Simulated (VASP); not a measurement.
# Se (Im-3m) in VASP: single point with PBE

Aim: the single point of Se with PBE.

All numbers are computed with VASP 6.6.1; they aren't measurements. Logs are shortened: lines on timing, memory, paths and dates and some standing lists are left out, and cuts for length are marked.

### 1 The cell of the first run

The structure is cubic, space group Im-3m (No. 229). The conventional cell has a = 3.432 Å, b = 3.432 Å, c = 3.432 Å, α = 90.00°, β = 90.00°, γ = 90.00°. Within 3.9 Å of Se (site symmetry m-3m) lie 14 Se at 2.97 to 3.43 Å.

### 2 Single point, PBE

INCAR reads:

```
ALGO = Normal ; EDIFF = 1E-7
ENCUT = 520 ; GGA = PE
ISIF = 2 ; ISMEAR = -1
LASPH = T ; LCHARG = F
LREAL = F ; LWAVE = F
NBANDS = 9 ; NELM = 80
PREC = Accurate ; SIGMA = 0.13605693000000002
```

KPOINTS reads:

```
k-points
0
Gamma
  13 13 13
```

POSCAR reads:

```
Se
1.0
   -1.7158551269      1.7158551269      1.7158551269
    1.7158551269     -1.7158551269      1.7158551269
    1.7158551269      1.7158551269     -1.7158551269
Se
1
Direct
    0.0000000000      0.0000000000      0.0000000000
```

Potentials or basis: VASP PAW PBE potentials, release 64 (Se).

On the command line:

```sh
> cat potpaw_PBE.64/Se/POTCAR > POTCAR
> mpirun -np 1 vasp_std > vasp.out
```

OUTCAR:

```text
EDIFF = 1E-7
   ENCUT = 520
   GGA = PE
   ISIF = 2
   ISMEAR = -1
   LASPH = T
   LREAL = F
   NELM = 80
   PREC = Accurate

 ion  position               nearest neighbor table
   1  0.000  0.000  0.000-

  LATTYP: Found a body centered cubic cell.
 ALAT       =     3.4317102538

  Lattice vectors:

 A1 = (  -1.7158551269,   1.7158551269,   1.7158551269)
 A2 = (   1.7158551269,  -1.7158551269,   1.7158551269)
 A3 = (   1.7158551269,   1.7158551269,  -1.7158551269)

Analysis of symmetry for initial positions (statically):
=====================================================================
 Subroutine PRICEL returns:
 Original cell was already a primitive cell.

 Routine SETGRP: Setting up the symmetry group for a
 body centered cubic supercell.

 Subroutine GETGRP returns: Found 48 space group operations
 (whereof 48 operations were pure point group operations)
 out of a pool of 48 trial point group operations.

The static configuration has the point symmetry O_h .

Analysis of symmetry for dynamics (positions and initial velocities):
=====================================================================
 Subroutine PRICEL returns:
 Original cell was already a primitive cell.

 Routine SETGRP: Setting up the symmetry group for a
 body centered cubic supercell.

 Subroutine GETGRP returns: Found 48 space group operations
 (whereof 48 operations were pure point group operations)
 out of a pool of 48 trial point group operations.

The dynamic configuration has the point symmetry O_h .

 Subroutine INISYM returns: Found 48 space group operations
 (whereof 48 operations are pure point group operations),
 and found     1 'primitive' translations

----------------------------------------------------------------------------------------

                                     Primitive cell

  volume of cell :      20.2070

  direct lattice vectors                    reciprocal lattice vectors
    -1.715855127  1.715855127  1.715855127     0.000000000  0.291399893  0.291399893
     1.715855127 -1.715855127  1.715855127     0.291399893  0.000000000  0.291399893
     1.715855127  1.715855127 -1.715855127     0.291399893  0.291399893  0.000000000

  length of vectors
     2.971948258  2.971948258  2.971948258     0.412101680  0.412101680  0.412101680

  position of ions in fractional coordinates (direct lattice)
     0.000000000  0.000000000  0.000000000

  ion indices of the primitive-cell ions
   primitive index   ion index
                 1           1

----------------------------------------------------------------------------------------

 KPOINTS: k-points

Automatic generation of k-mesh.
 Grid dimensions read from file:
 generate k-points for:   13   13   13

 Generating k-lattice:

  Cartesian coordinates                     Fractional coordinates (reciprocal lattice)
     0.000000000  0.022415376  0.022415376     0.076923077  0.000000000  0.000000000
     0.022415376  0.000000000  0.022415376     0.000000000  0.076923077  0.000000000
     0.022415376  0.022415376  0.000000000     0.000000000  0.000000000  0.076923077

  Length of vectors
     0.031700129  0.031700129  0.031700129

  Shift w.r.t. Gamma in fractional coordinates (k-lattice)
     0.000000000  0.000000000  0.000000000

 Subroutine IBZKPT returns following result:
 ===========================================

 Found     84 irreducible k-points:

 Following reciprocal coordinates:
            Coordinates               Weight
  0.000000  0.000000  0.000000      1.000000
  0.076923  0.000000  0.000000     12.000000
  0.153846  0.000000  0.000000     12.000000
  0.230769  0.000000  0.000000     12.000000
  0.307692  0.000000  0.000000     12.000000
  0.384615  0.000000  0.000000     12.000000
[... 16 lines left out ...]
  0.153846  0.076923  0.076923     24.000000
  0.230769  0.076923  0.076923     24.000000
 [... further k-points ...]
   k-points           NKPTS =     84   k-points in BZ     NKDIM =     84   number of bands    NBANDS=      9
   number of dos      NEDOS =    301   number of ions     NIONS =      1
   total plane-waves  NPLWV =  13824
   dimension x,y,z NGX =    24 NGY =   24 NGZ =   24
   dimension x,y,z NGXF=    48 NGYF=   48 NGZF=   48
   ions per type =               1
   NGX,Y,Z   is equivalent  to a cutoff of  13.43, 13.43, 13.43 a.u.
   NGXF,Y,Z  is equivalent  to a cutoff of  26.85, 26.85, 26.85 a.u.
 SYSTEM =  unknown system
   PREC   = accura    normal or accurate (medium, high low for compatibility)
   ISTART =      0    job   : 0-new  1-cont  2-samecut
   ICHARG =      2    charge: 1-file 2-atom 10-const
   ISPIN  =      1    spin polarized calculation?
   LNONCOLLINEAR =      F non collinear calculations
   LSORBIT =      F    spin-orbit coupling
   LASPH  =      T    aspherical Exc in radial PAW
   ENCUT  =  520.0 eV  38.22 Ry    6.18 a.u.   5.53  5.53  5.53*2*pi/ulx,y,z
   NELM   =     80;   NELMIN=  2; NELMDL= -5     # of ELM steps
   EDIFF  = 0.1E-06   stopping-criterion for ELM
   LREAL  =      F    real-space projection
   EDIFFG = 0.1E-05   stopping-criterion for IOM
   NSW    =      0    number of steps for IOM
   IBRION =     -1    ionic relax: 0-MD 1-quasi-New 2-CG
   NFREE  =      0    steps in history (QN), initial steepest desc. (CG)
   ISIF   =      2    stress and relaxation
   ISYM   =      2    0-nonsym 1-usesym 2-fastsym
   POTIM  = 0.5000    time-step for ionic-motion
   TEBEG  =    0.0;   TEEND  =   0.0 temperature during run
   PSTRESS=    0.0 pullay stress
   NELECT =       6.0000    total number of electrons
   NUPDOWN=      -1.0000    fix difference up-down
   EMIN   =  10.00;   EMAX   =-10.00  energy-range for DOS
   EFERMI =   0.00;   METHOD = LEGACY
   ISMEAR =    -1;   SIGMA  =   0.14  broadening in eV -4-tet -1-fermi 0-gaus
   EFERMI_NEDOS =   21; number of points for ismear=-14 and -15
   IALGO  =     38    algorithm
   IMIX   =      4    mixing-type and parameters
     AMIX     =   0.40;   BMIX     =  1.00
     AMIX_MAG =   1.60;   BMIX_MAG =  1.00
  volume/ion in A,a.u.               =      20.21       136.36
  Fermi-wavevector in a.u.,A,eV,Ry     =   1.092173  2.063907 16.229589  1.192841
  Thomas-Fermi vector in A             =   2.228433
   LORBIT       =      0    0 simple, 1 ext, 2 COOP (PROOUT), +10 PAW based schemes
   GGA     = PE    functional components
   LHFCALC =     F    Hartree Fock is set to
   AEXX    =    0.0000 exact exchange contribution
   IVDW    =     0    specifies the selected vdW correction
   LEPSILON=     F    determine dielectric tensor
   LRPA    =     F    only Hartree local field effects (RPA)
 non-spin polarized calculation
  energy-cutoff  :      520.00
  volume of cell :       20.21
 maximum number of plane-waves:       559
 NGX is ok and might be reduce to    24
   NGX = 11   NGY = 11   NGZ = 11

 number of electron       5.9999999 magnetization

 Free energy of the ion-electron system (eV)
  ---------------------------------------------------
  ext. energy  EPLUGINS =         0.00000000
  ---------------------------------------------------
  free energy    TOTEN  =        -2.94337805 eV

  energy without entropy =       -2.90348484  energy(sigma->0) =       -2.92343144

 E-fermi :   5.6034     XC(G=0): -10.6218

 val. band max:        5.5736586362   @ k =  -0.3846   0.3846   0.0769
 cond. band min:       5.6390462369   @ k =   0.4615   0.0000   0.0000
 fundamental gap:      0.0653876008
 Fermi energy:         5.6034351908

 k-point     1 :       0.0000    0.0000    0.0000
  band No.  band energies     occupation
      1     -10.5911      2.00000
      2       8.5717      0.00000
      3       8.5717      0.00000
      4       8.5717      0.00000
      5      16.7928      0.00000
      6      17.9889      0.00000
      7      17.9889      0.00000
      8      17.9889      0.00000
      9      21.0184      0.00000

 k-point     2 :       0.0769    0.0000    0.0000
  band No.  band energies     occupation
      1     -10.4661      2.00000
      2       7.7953      0.00000
      3       8.3131      0.00000
      4       8.5254      0.00000
      5      17.0742      0.00000
      6      17.4737      0.00000
      7      18.0001      0.00000
      8      18.5193      0.00000
      9      20.0475      0.00000

 k-point     3 :       0.1538    0.0000    0.0000
  band No.  band energies     occupation
      1     -10.0964      2.00000
      2       6.0208      0.08893
      3       7.6919      0.00000
      4       8.3947      0.00000
      5      15.9872      0.00000
      6      16.4776      0.00000
      7      19.1498      0.00000
      8      19.9539      0.00000
      9      20.1829      0.00000

 k-point     4 :       0.2308    0.0000    0.0000
  band No.  band energies     occupation
      1      -9.5005      2.00000
      2       3.9369      1.99999
      3       6.9738      0.00008
      4       8.2061      0.00000
      5      14.6458      0.00000
      6      15.5142      0.00000
      7      19.9983      0.00000
      8      20.1940      0.00000
      9      22.0243      0.00000

 k-point     5 :       0.3077    0.0000    0.0000
  band No.  band energies     occupation
      1      -8.7240      2.00000
      2       1.9004      2.00000
      3       6.3381      0.00900
      4       8.0027      0.00000
      5      13.5935      0.00000
      6      14.7434      0.00000
      7      20.6569      0.00000
      8      20.9194      0.00000
      9      24.4517      0.00000

 k-point     6 :       0.3846    0.0000    0.0000
  band No.  band energies     occupation
      1      -7.8788      2.00000
      2       0.1618      2.00000
      3       5.8782      0.23442
      4       7.8332      0.00000
      5      12.8924      0.00000
      6      14.2154      0.00000
      7      21.5292      0.00000
      8      22.0442      0.00000
      9      25.5423      0.00000
[... 169 lines left out ...]
 k-point    21 :       0.3077    0.3077    0.0000
  band No.  band energies     occupation
      1      -6.6025      2.00000
      2       0.3765      2.00000
      3       1.4032      2.00000
      4       6.5859      0.00146
      5      14.7487      0.00000
      6      17.8387      0.00000
      7      19.2416      0.00000
      8      23.2726      0.00000
      9      24.7486      0.00000

 k-point    22 :       0.0769    0.0769    0.0769
  band No.  band energies     occupation
      1      -9.8555      2.00000
      2       5.1637      1.92406
      3       7.6763      0.00000
      4       7.6763      0.00000
      5      16.3420      0.00000
      6      16.3420      0.00000
      7      18.0180      0.00000
      8      20.5191      0.00000
      9      20.5191      0.00000

 k-point    23 :       0.1538    0.0769    0.0769
  band No.  band energies     occupation
      1      -9.2723      2.00000
      2       3.5502      2.00000
      3       6.5614      0.00175
      4       7.3132      0.00001
      5      15.7804      0.00000
      6      15.8980      0.00000
      7      19.1750      0.00000
      8      20.9183      0.00000
      9      21.0186      0.00000

 k-point    24 :       0.2308    0.0769    0.0769
  band No.  band energies     occupation
      1      -8.5173      2.00000
      2       1.8579      2.00000
      3       5.5552      1.17542
      4       6.9504      0.00010
      5      15.0706      0.00000
      6      15.5952      0.00000
      7      20.8251      0.00000
      8      21.4219      0.00000
      9      22.1258      0.00000

 [... further k-points ...]

------------------------ aborting loop because EDIFF is reached ----------------------------------------

  FORCE on cell =-STRESS in cart. coord.  units (eV):
  Direction    XX          YY          ZZ          XY          YZ          ZX
  --------------------------------------------------------------------------------------
  -------------------------------------------------------------------------------------
  Total        0.0752841      0.0752841      0.0752841      0.0000000      0.0000000     -0.0000000
  in kB        5.9691398      5.9691398      5.9691398      0.0000000      0.0000000     -0.0000000
  external PRESSURE =       5.9691398 kB  Pullay stress =       0.0000000 kB

 VOLUME and BASIS-vectors are now :
 -----------------------------------------------------------------------------
  energy-cutoff  :      520.00
  volume of cell :       20.21
      direct lattice vectors                 reciprocal lattice vectors
    -1.715855127  1.715855127  1.715855127     0.000000000  0.291399893  0.291399893
     1.715855127 -1.715855127  1.715855127     0.291399893  0.000000000  0.291399893
     1.715855127  1.715855127 -1.715855127     0.291399893  0.291399893  0.000000000

 POSITION                                       TOTAL-FORCE (eV/Angst)
 -----------------------------------------------------------------------------------
      0.00000      0.00000      0.00000         0.000000      0.000000     -0.000000
 -----------------------------------------------------------------------------------
    total drift:                               -0.000000     -0.000000      0.000000

  FREE ENERGIE OF THE ION-ELECTRON SYSTEM (eV)
  ---------------------------------------------------
  free  energy   TOTEN  =        -2.9433780453 eV

  energy  without entropy=       -2.9034848433  energy(sigma->0) =       -2.92343144
```

It took 11 s on 1 thread of AMD EPYC 7R13 (Zen 3), shared host; peak memory 0.11 GiB.

What came out:

- Free energy: -2.9434 eV
- Pressure: 0.6 GPa
- Band gap on the k mesh: zero (band 3 reaches 8.57 eV, above the bottom of band 4 at 2.30 eV)
